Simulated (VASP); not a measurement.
## InRu3: relaxation of cell and atoms with PBE

The system is InRu3.

```
CELL_PARAMETERS angstrom
5.00225 0.00000 0.00000
0.00000 5.00225 0.00000
0.00000 0.00000 5.00225
ATOMIC_POSITIONS crystal
In 0.00000 0.00000 0.00000
In 0.50000 0.50000 0.50000
Ru 0.25000 0.00000 0.50000
Ru 0.50000 0.75000 0.00000
Ru 0.75000 0.00000 0.50000
Ru 0.50000 0.25000 0.00000
Ru 0.00000 0.50000 0.75000
Ru 0.00000 0.50000 0.25000
```

The cell was built from a structure type or drawn by symmetry, and may not be a known phase.

* Program: VASP 6.6.1
* Task: relaxation of cell and atoms
* Functional: PBE
* Potentials or basis: VASP PAW PBE potentials, release 64 (In_d, Ru_pv)
* Cutoff: 600 eV
* k mesh: 8 × 8 × 8
* Occupations: gaussian, width 0.1 eV
* Spin: no spin polarisation
* Dipole correction: no
* Further INCAR settings: ALGO = Fast; EDIFF = 1e-06; IBRION = 2; EDIFFG = -0.01; NSW = 100; ISIF = 3

| Item | Value |
| --- | --- |
| Relaxed volume | 15.66 Å³/atom |
| Relaxed cell | a = 5.004 Å, b = 5.004 Å, c = 5.004 Å, α = 90.00°, β = 90.00°, γ = 90.00° |
| Space group after relaxing (to 0.1 Å) | Pm-3n (No. 223) |
| Energy gained by relaxing | 0.0 meV/atom |
| Ionic steps | 3 |
| Pressure after relaxing | 0.0 GPa |
| Band gap on the k mesh | zero (bands 55 and 56 overlap by 0.92 eV) |

Step by step:
```
step  energy change (eV)  largest force (eV/Å)  pressure (GPa)  volume (Å³)
   1              0.0000                0.0000            0.33       125.17
   2              0.0009                0.0000           -0.69       125.75
   3             -0.0001                0.0000           -0.03       125.31
```

Final structure:
```xyz
8
Lattice="5.0042 0.0000 0.0000 0.0000 5.0042 0.0000 0.0000 0.0000 5.0042" Properties=species:S:1:pos:R:3 pbc="T T T"
In    0.0000    0.0000    0.0000
In    2.5021    2.5021    2.5021
Ru    1.2510    0.0000    2.5021
Ru    2.5021    3.7531    0.0000
Ru    3.7531    0.0000    2.5021
Ru    2.5021    1.2510    0.0000
Ru    0.0000    2.5021    3.7531
Ru    0.0000    2.5021    1.2510
```

Levels at points of the mesh, in eV from the Fermi level:
| k point | band 52 | band 53 | band 54 | band 55 | band 56 | band 57 | band 58 | band 59 |
| --- | --- | --- | --- | --- | --- | --- | --- | --- |
| (0.00, 0.00, 0.00) | 0.27 | 0.27 | 0.54 | 0.54 | 0.54 | 0.55 | 0.55 | 0.55 |
| (0.50, 0.00, 0.00) | -0.54 | -0.26 | -0.26 | 0.35 | 0.35 | 0.85 | 0.85 | 1.19 |
| (0.50, 0.50, 0.00) | -1.32 | -1.08 | -0.97 | -0.46 | -0.36 | -0.36 | 0.43 | 0.45 |
| (0.50, 0.50, 0.50) | -2.00 | -0.36 | -0.36 | -0.36 | -0.36 | -0.36 | -0.36 | 0.87 |

Run time: 6.7 min on 1 thread of Intel(R) Xeon(R) Platinum 8559C (Emerald Rapids), on a shared host, peak memory 0.43 GiB.

Caveat: spin-orbit coupling is left out, which moves the levels of the heavy elements.
